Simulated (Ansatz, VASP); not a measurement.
ZrN in VASP and in Ansatz

The input INCAR:

```
SYSTEM = ZrN
PREC = Accurate ; ENCUT = 520
EDIFF = 1E-8 ; ISMEAR = -1
SIGMA = 0.01 ; LREAL = .False.
LASPH = .True. ; NELM = 120
ALGO = Normal ; ISIF = 2
LWAVE = .False. ; LCHARG = .False.
LEFG = .True. ; NBANDS = 16
GGA_COMPAT = .False.
```

The input KPOINTS:

```
Automatic mesh
0
Gamma
  9 9 9
  0 0 0
```

POSCAR

```
ZrN
1.0
    0.0000000000      2.2842300000      2.2842300000
    2.2842300000      0.0000000000      2.2842300000
    2.2842300000      2.2842300000      0.0000000000
Zr N
1 1
Direct
    0.0000000000      0.0000000000      0.0000000000
    0.5000000000      0.5000000000      0.5000000000
```

Input for Ansatz:

```yaml
crystal:
  lattice:
    - [0.0, 2.28423, 2.28423]
    - [2.28423, 0.0, 2.28423]
    - [2.28423, 2.28423, 0.0]
  atoms:
    - { symbol: Zr, position: [0.0, 0.0, 0.0] }
    - { symbol: "N", position: [0.5, 0.5, 0.5] }
kpoints:
  mp_grid: { grid: [9, 9, 9] }
  band_path:
    path:
      - [0.0, 0.0, 0.0]
      - [0.5, 0.0, 0.5]
      - [0.625, 0.25, 0.625]
      - [0.375, 0.375, 0.75]
      - [0.0, 0.0, 0.0]
      - [0.5, 0.5, 0.5]
      - [0.5, 0.25, 0.75]
      - [0.5, 0.0, 0.5]
    npoints: 5
scf:
  occupations: { method: fermi_dirac, width: 0.01 }
hamiltonian:
  xc: lda
  pseudopotentials: { kind: paw }
output:
  forces: true
  stress: true
  eigenvalues: true
  efg: { contact_densities: true }
```

Alike in both runs: task electric field gradients; functional LDA; k mesh 9 × 9 × 9; occupations fermi-dirac, width 0.01 eV; no spin polarisation.

|  | VASP | Ansatz |
| --- | --- | --- |
| version | VASP 6.6.1 | Ansatz 0.2.0 |
| potentials or method | VASP PAW LDA potentials, release 64 (Zr_sv, N) | PAW with Ansatz's default frozen-core files, scalar-relativistic |
| plane-wave cutoff (eV) | 520 | 420 |
| valence electrons in the cell | 17 | 17 |

Ansatz gave:

* pressure (GPa): -7.7

Q: What did VASP give for the same quantities?

A: Pressure (GPa): -7.0.

LDA's correlation is that of Perdew and Zunger in VASP and of Perdew and Wang (1992) in Ansatz.
